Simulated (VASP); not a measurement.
# TePb (P6_3mc) in VASP: single point with PBE

Aim: the single point of TePb with PBE.

Program: VASP 6.6.1. These are calculated values, not measurements. Logs are shortened: lines on timing, memory, paths and dates and some standing lists are left out, and cuts for length are marked.

### Step 1. The cell of the first run

It takes space group P6_3mc (No. 186, hexagonal). The conventional cell has a = 5.498 Å, b = 5.498 Å, c = 6.575 Å, α = 90.00°, β = 90.00°, γ = 120.00°. Pb (site symmetry 3m) has 5 Te at 3.17 to 3.29 Å within 4.2 Å. Te (site symmetry 3m) has 5 Pb at 3.17 to 3.29 Å within 4.2 Å.

### Step 2. Single point, PBE

Contents of INCAR:

```
  PREC = Accurate
  ENCUT = 520
  EDIFF = 1E-7
  ISMEAR = 0
  SIGMA = 0.01
  LREAL = False
  LASPH = True
  NELM = 60
  ALGO = Normal
  ISIF = 2
  LWAVE = False
  LCHARG = True
  GGA = PE
  LELF = True
  LVHAR = True
  NBANDS = 28
```

Contents of KPOINTS:

```
regular mesh
0
Gamma
  6 6 2
```

Contents of POSCAR:

```
TePb
1.0
    5.4984073724      0.0000000000      0.0000000000
   -2.7492036862      4.7617604648      0.0000000000
    0.0000000000      0.0000000000      6.5753564412
Pb Te
2 2
Direct
    0.3333333333      0.6666666667     -0.0620409686
    0.6666666667      0.3333333333      0.4379590314
    0.3333333333      0.6666666667      0.4370409686
    0.6666666667      0.3333333333      0.9370409686
```

Potentials or basis: VASP PAW PBE potentials, release 64 (Pb_d, Te).

Run with:

```console
cat potpaw_PBE.64/Pb_d/POTCAR potpaw_PBE.64/Te/POTCAR > POTCAR
mpirun -np 1 vasp_std > vasp.out
```

OUTCAR:

```text
PREC = Accurate
   ENCUT = 520
   EDIFF = 1E-7
   ISMEAR = 0
   LREAL = False
   LASPH = True
   NELM = 60
   ISIF = 2
   GGA = PE

 ion  position               nearest neighbor table
   1  0.333  0.667  0.938-   4 3.17   4 3.17   4 3.17   3 3.28   3 3.29
   2  0.667  0.333  0.438-   3 3.17   3 3.17   3 3.17   4 3.28   4 3.29
   3  0.333  0.667  0.437-   2 3.17   2 3.17   2 3.17   1 3.28   1 3.29
   4  0.667  0.333  0.937-   1 3.17   1 3.17   1 3.17   2 3.28   2 3.29

  LATTYP: Found a hexagonal cell.
 ALAT       =     5.4984073724
 C/A-ratio  =     1.1958656381

  Lattice vectors:

 A1 = (   5.4984073724,   0.0000000000,   0.0000000000)
 A2 = (  -2.7492036862,   4.7617604648,   0.0000000000)
 A3 = (   0.0000000000,   0.0000000000,   6.5753564412)

Analysis of symmetry for initial positions (statically):
=====================================================================
 Subroutine PRICEL returns:
 Original cell was already a primitive cell.

 Routine SETGRP: Setting up the symmetry group for a
 hexagonal supercell.

 Subroutine GETGRP returns: Found 12 space group operations
 (whereof  6 operations were pure point group operations)
 out of a pool of 24 trial point group operations.

The static configuration has the point symmetry C_3v.
 The point group associated with its full space group is C_6v.

Analysis of symmetry for dynamics (positions and initial velocities):
=====================================================================
 Subroutine PRICEL returns:
 Original cell was already a primitive cell.

 Routine SETGRP: Setting up the symmetry group for a
 hexagonal supercell.

 Subroutine GETGRP returns: Found 12 space group operations
 (whereof  6 operations were pure point group operations)
 out of a pool of 24 trial point group operations.

The dynamic configuration has the point symmetry C_3v.
 The point group associated with its full space group is C_6v.

 Subroutine INISYM returns: Found 12 space group operations
 (whereof  6 operations are pure point group operations),
 and found     1 'primitive' translations

----------------------------------------------------------------------------------------

                                     Primitive cell

  volume of cell :     172.1566

  direct lattice vectors                    reciprocal lattice vectors
     5.498407372  0.000000000  0.000000000     0.181870846  0.105003182  0.000000000
    -2.749203686  4.761760465  0.000000000     0.000000000  0.210006364  0.000000000
     0.000000000  0.000000000  6.575356441     0.000000000  0.000000000  0.152083010

  length of vectors
     5.498407372  5.498407372  6.575356441     0.210006364  0.210006364  0.152083010

  position of ions in fractional coordinates (direct lattice)
     0.333333333  0.666666667  0.937959031
     0.666666667  0.333333333  0.437959031
     0.333333333  0.666666667  0.437040969
     0.666666667  0.333333333  0.937040969

  ion indices of the primitive-cell ions
   primitive index   ion index
                 1           1
                 2           2
                 3           3
                 4           4

----------------------------------------------------------------------------------------

 KPOINTS: regular mesh

Automatic generation of k-mesh.
 Grid dimensions read from file:
 generate k-points for:    6    6    2

 Generating k-lattice:

  Cartesian coordinates                     Fractional coordinates (reciprocal lattice)
     0.030311808  0.017500530  0.000000000     0.166666667  0.000000000  0.000000000
     0.000000000  0.035001061  0.000000000     0.000000000  0.166666667  0.000000000
     0.000000000  0.000000000  0.076041505     0.000000000  0.000000000  0.500000000

  Length of vectors
     0.035001061  0.035001061  0.076041505

  Shift w.r.t. Gamma in fractional coordinates (k-lattice)
     0.000000000  0.000000000  0.000000000

 Subroutine IBZKPT returns following result:
 ===========================================

 Found     14 irreducible k-points:

 Following reciprocal coordinates:
            Coordinates               Weight
  0.000000  0.000000  0.000000      1.000000
  0.166667  0.000000  0.000000      6.000000
  0.333333  0.000000  0.000000      6.000000
  0.500000  0.000000  0.000000      3.000000
  0.166667  0.166667  0.000000      6.000000
  0.333333  0.166667  0.000000     12.000000
  0.333333  0.333333  0.000000      2.000000
  0.000000  0.000000  0.500000      1.000000
  0.166667  0.000000  0.500000      6.000000
  0.333333  0.000000  0.500000      6.000000
  0.500000  0.000000  0.500000      3.000000
  0.166667  0.166667  0.500000      6.000000
  0.333333  0.166667  0.500000     12.000000
  0.333333  0.333333  0.500000      2.000000
   k-points           NKPTS =     14   k-points in BZ     NKDIM =     14   number of bands    NBANDS=     28
   number of dos      NEDOS =    301   number of ions     NIONS =      4
   total plane-waves  NPLWV =  88200
   dimension x,y,z NGX =    42 NGY =   42 NGZ =   50
   dimension x,y,z NGXF=    84 NGYF=   84 NGZF=  100
   ions per type =               2   2
   NGX,Y,Z   is equivalent  to a cutoff of  12.70, 12.70, 12.64 a.u.
   NGXF,Y,Z  is equivalent  to a cutoff of  25.40, 25.40, 25.28 a.u.
 SYSTEM =  unknown system
   PREC   = accura    normal or accurate (medium, high low for compatibility)
   ISTART =      0    job   : 0-new  1-cont  2-samecut
   ICHARG =      2    charge: 1-file 2-atom 10-const
   ISPIN  =      1    spin polarized calculation?
   LNONCOLLINEAR =      F non collinear calculations
   LSORBIT =      F    spin-orbit coupling
   LASPH  =      T    aspherical Exc in radial PAW
   ENCUT  =  520.0 eV  38.22 Ry    6.18 a.u.  10.22 10.22 12.23*2*pi/ulx,y,z
   NELM   =     60;   NELMIN=  2; NELMDL= -5     # of ELM steps
   EDIFF  = 0.1E-06   stopping-criterion for ELM
   LREAL  =      F    real-space projection
   EDIFFG = 0.1E-05   stopping-criterion for IOM
   NSW    =      0    number of steps for IOM
   IBRION =     -1    ionic relax: 0-MD 1-quasi-New 2-CG
   NFREE  =      0    steps in history (QN), initial steepest desc. (CG)
   ISIF   =      2    stress and relaxation
   ISYM   =      2    0-nonsym 1-usesym 2-fastsym
   POTIM  = 0.5000    time-step for ionic-motion
   TEBEG  =    0.0;   TEEND  =   0.0 temperature during run
   PSTRESS=    0.0 pullay stress
   NELECT =      40.0000    total number of electrons
   NUPDOWN=      -1.0000    fix difference up-down
   EMIN   =  10.00;   EMAX   =-10.00  energy-range for DOS
   EFERMI =   0.00;   METHOD = LEGACY
   ISMEAR =     0;   SIGMA  =   0.01  broadening in eV -4-tet -1-fermi 0-gaus
   EFERMI_NEDOS =   21; number of points for ismear=-14 and -15
   IALGO  =     38    algorithm
   IMIX   =      4    mixing-type and parameters
     AMIX     =   0.40;   BMIX     =  1.00
     AMIX_MAG =   1.60;   BMIX_MAG =  1.00
  volume/ion in A,a.u.               =      43.04       290.44
  Fermi-wavevector in a.u.,A,eV,Ry     =   1.006438  1.901892 13.781571  1.012917
  Thomas-Fermi vector in A             =   2.139180
   LORBIT       =      0    0 simple, 1 ext, 2 COOP (PROOUT), +10 PAW based schemes
   GGA     = PE    functional components
   LHFCALC =     F    Hartree Fock is set to
   AEXX    =    0.0000 exact exchange contribution
   IVDW    =     0    specifies the selected vdW correction
   LEPSILON=     F    determine dielectric tensor
   LRPA    =     F    only Hartree local field effects (RPA)
 non-spin polarized calculation
 Gauss-broadening in eV      SIGMA  =   0.01
  energy-cutoff  :      520.00
  volume of cell :      172.16
 maximum number of plane-waves:      4656
 NGX is ok and might be reduce to    42
   NGX = 21   NGY = 21   NGZ = 25

 number of electron      40.0000006 magnetization

 Free energy of the ion-electron system (eV)
  ---------------------------------------------------
  ext. energy  EPLUGINS =         0.00000000
  ---------------------------------------------------
  free energy    TOTEN  =       -14.34610557 eV

  energy without entropy =      -14.34610557  energy(sigma->0) =      -14.34610557

 E-fermi :   3.5796     XC(G=0):  -7.9438

 val. band max:        3.5326837290   @ k =   0.3333   0.3333   0.5000
 cond. band min:       4.6291236798   @ k =   0.3333   0.3333   0.5000
 fundamental gap:      1.0964399508
 Fermi energy:         3.5795921221

 k-point     1 :       0.0000    0.0000    0.0000
  band No.  band energies     occupation
      1     -13.3703      2.00000
      2     -13.3276      2.00000
      3     -13.3188      2.00000
      4     -13.3188      2.00000
      5     -13.3067      2.00000
      6     -13.3067      2.00000
[... 20 lines left out ...]
     27       9.0207      0.00000
     28       9.0207      0.00000

 k-point     2 :       0.1667    0.0000    0.0000
  band No.  band energies     occupation
      1     -13.3681      2.00000
      2     -13.3296      2.00000
      3     -13.3195      2.00000
      4     -13.3183      2.00000
      5     -13.3071      2.00000
      6     -13.3063      2.00000
[... 20 lines left out ...]
     27       8.7523      0.00000
     28       8.9558      0.00000

 k-point     3 :       0.3333    0.0000    0.0000
  band No.  band energies     occupation
      1     -13.3624      2.00000
      2     -13.3355      2.00000
      3     -13.3207      2.00000
      4     -13.3170      2.00000
      5     -13.3066      2.00000
      6     -13.3053      2.00000
[... 20 lines left out ...]
     27       8.5602      0.00000
     28       9.2334      0.00000

 k-point     4 :       0.5000    0.0000    0.0000
  band No.  band energies     occupation
      1     -13.3583      2.00000
      2     -13.3400      2.00000
      3     -13.3213      2.00000
      4     -13.3161      2.00000
      5     -13.3057      2.00000
      6     -13.3057      2.00000
[... 268 lines left out ...]
     27      10.0621      0.00000
     28      10.0621      0.00000

 k-point    13 :       0.3333    0.1667    0.5000
  band No.  band energies     occupation
      1     -13.3401      2.00000
      2     -13.3401      2.00000
      3     -13.3132      2.00000
      4     -13.3132      2.00000
      5     -13.3119      2.00000
      6     -13.3119      2.00000
[... 20 lines left out ...]
     27       9.2650      0.00000
     28       9.2650      0.00000

 k-point    14 :       0.3333    0.3333    0.5000
  band No.  band energies     occupation
      1     -13.3391      2.00000
      2     -13.3391      2.00000
      3     -13.3126      2.00000
      4     -13.3126      2.00000
      5     -13.3117      2.00000
      6     -13.3117      2.00000
[... 20 lines left out ...]
     27       9.0123      0.00000
     28       9.0123      0.00000

------------------------ aborting loop because EDIFF is reached ----------------------------------------

  FORCE on cell =-STRESS in cart. coord.  units (eV):
  Direction    XX          YY          ZZ          XY          YZ          ZX
  --------------------------------------------------------------------------------------
  -------------------------------------------------------------------------------------
  Total       -0.3811277     -0.3811277      3.8296744      0.0000000      0.0000000      0.0000000
  in kB       -3.5469689     -3.5469689     35.6409014      0.0000000      0.0000000      0.0000000
  external PRESSURE =       9.5156545 kB  Pullay stress =       0.0000000 kB

 VOLUME and BASIS-vectors are now :
 -----------------------------------------------------------------------------
  energy-cutoff  :      520.00
  volume of cell :      172.16
      direct lattice vectors                 reciprocal lattice vectors
     5.498407372  0.000000000  0.000000000     0.181870846  0.105003182  0.000000000
    -2.749203686  4.761760465  0.000000000     0.000000000  0.210006364  0.000000000
     0.000000000  0.000000000  6.575356441     0.000000000  0.000000000  0.152083010

 POSITION                                       TOTAL-FORCE (eV/Angst)
 -----------------------------------------------------------------------------------
     -0.00000      3.17451      6.16741         0.000000     -0.000000      0.002157
      2.74920      1.58725      2.87974        -0.000000      0.000000      0.002157
     -0.00000      3.17451      2.87370        -0.000000      0.000000     -0.002157
      2.74920      1.58725      6.16138        -0.000000      0.000000     -0.002157
 -----------------------------------------------------------------------------------
    total drift:                               -0.000000      0.000000     -0.000387

  FREE ENERGIE OF THE ION-ELECTRON SYSTEM (eV)
  ---------------------------------------------------
  free  energy   TOTEN  =       -14.3461055662 eV

  energy  without entropy=      -14.3461055662  energy(sigma->0) =      -14.34610557
```

Run time: 41 s. Hardware: 1 thread of AMD EPYC 9R45 (Zen 5), shared host; peak memory 0.27 GiB.

Results:

| Quantity | Value |
| --- | --- |
| Free energy | -14.3461 eV |
| Pressure | 1.0 GPa |
| Band gap on the k mesh | 1.10 eV, direct |

Forces in eV/Å, atoms in the order of the input:
```
Pb   0.000  0.000  0.002
Pb   0.000  0.000  0.002
Te   0.000  0.000 -0.002
Te   0.000  0.000 -0.002
```

Stress tensor (GPa, compression positive):
```
-0.35  0.00  0.00
 0.00 -0.35  0.00
 0.00  0.00  3.56
```

Caveat: the k points lie up to 0.48 Å⁻¹ apart; spin-orbit coupling is left out, which moves the levels of the heavy elements.
